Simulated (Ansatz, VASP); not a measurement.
**Two plane-wave programs on Be**

POSCAR

```
Be
1.0
    2.2649667896      0.0000000000      0.0000000000
   -1.1324833948      1.9615187785      0.0000000000
    0.0000000000      0.0000000000      3.5610714428
Be
2
Direct
    0.3333333333      0.6666666667      0.2500000000
    0.6666666667      0.3333333333      0.7500000000
```

File INCAR.step1:

```
SYSTEM = Be
ALGO = Normal
EDIFF = 1E-4
ENCUT = 520
GGA = PE
ISMEAR = 0
LASPH = .True.
LCHARG = .False.
LREAL = .False.
LWAVE = .True.
NBANDS = 9
NELM = 60
PREC = Accurate
SIGMA = 0.1
```

File INCAR.step2:

```
SYSTEM = Be
ALGO = Normal
EDIFF = 1E-7
ENCUT = 520
ISIF = 2
ISMEAR = 0
ISTART = 1
LASPH = .True.
LCHARG = .True.
LELF = .True.
LMIXTAU = .True.
LREAL = .False.
LVHAR = .True.
LWAVE = .False.
METAGGA = R2SCAN
NBANDS = 9
NELM = 60
PREC = Accurate
SIGMA = 0.1
```

KPOINTS

```
k-points
0
Gamma
  24 24 12
  0 0 0
```

Input for Ansatz:

```yaml
crystal:
  lattice:
    - [2.2649667896, 0.0, 0.0]
    - [-1.1324833948, 1.9615187785, 0.0]
    - [0.0, 0.0, 3.5610714428]
  atoms:
    - { symbol: Be, position: [0.3333333333, 0.6666666667, 0.25] }
    - { symbol: Be, position: [0.6666666667, 0.3333333333, 0.75] }
basis:
  ecutwfc: 500
kpoints:
  mp_grid: { grid: [24, 24, 12] }
  band_path:
    path:
      - [[0.0, 0.0, 0.0], [0.5, 0.0, 0.0], [0.33333333, 0.33333333, 0.0], [0.0, 0.0, 0.0], [0.0, 0.0, 0.5], [0.5, 0.0, 0.5], [0.33333333, 0.33333333, 0.5], [0.0, 0.0, 0.5]]
      - [[0.5, 0.0, 0.5], [0.5, 0.0, 0.0]]
      - [[0.33333333, 0.33333333, 0.5], [0.33333333, 0.33333333, 0.0]]
    npoints: 14
hamiltonian:
  xc: r2scan
scf:
  occupations: { method: gaussian, width: 0.1 }
  n_extra_bands: 6
output:
  forces: true
  stress: true
  eigenvalues: true
  populations: true
  dos: { projected: true, de: 0.02, nscf_kmesh: { grid: [36, 36, 18] } }
  bader: true
  write_density: true
  write_potential: true
  elf: true
  volumetric_format: npy
```

Alike in both runs: task single point; functional r2SCAN; k mesh 24 × 24 × 12; occupations gaussian, width 0.1 eV; no spin polarisation.

|  | VASP | Ansatz |
| --- | --- | --- |
| version | VASP 6.6.1 | Ansatz 0.2.0 |
| potentials or method | VASP PAW PBE potentials, release 64 (Be), cutoff 520 eV | scalar-relativistic, plane waves, PAW |
| valence electrons in the cell | 4 | 4 |

```tsv
	VASP	Ansatz	Ansatz less VASP
gap on the k mesh at the Fermi level (eV)	none	none	-
pressure (GPa)	0.2	0.0	-0.19
traceless stress, the component that is largest in VASP (GPa)	0.31	0.24	-0.066
```

VASP's potentials were made for PBE, not for r2SCAN. A gap of «none» marks a metal or a gap that the smearing closes.
